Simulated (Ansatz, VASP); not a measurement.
## ZnS in VASP and in Ansatz

```
Zn S
1.0
     0.00000    2.53102    2.53102
     2.53102    0.00000    2.53102
     2.53102    2.53102    0.00000
Zn S
1 1
Direct
  0.00000 0.00000 0.00000
  0.50000 0.50000 0.50000
```

Alike in both runs: task single point; functional PBEsol; k mesh 5 × 5 × 5; occupations fermi-dirac, width 0.02 eV; no spin polarisation.

|  | VASP | Ansatz |
| --- | --- | --- |
| version | VASP 6.6.1 | Ansatz 0.2.0 |
| potentials or method | VASP PAW PBE potentials, release 64 (Zn, S) | plane waves |
| plane-wave cutoff (eV) | 500 | 420 |
| valence electrons in the cell | 18 | 18 |

|  | VASP | Ansatz | Ansatz less VASP |
| --- | --- | --- | --- |
| pressure (GPa) | -1.9 | -2.1 | -0.25 |

VASP's potentials were made for PBE, not for PBEsol.

The k mesh is coarse, so the values compare programs but aren't converged.
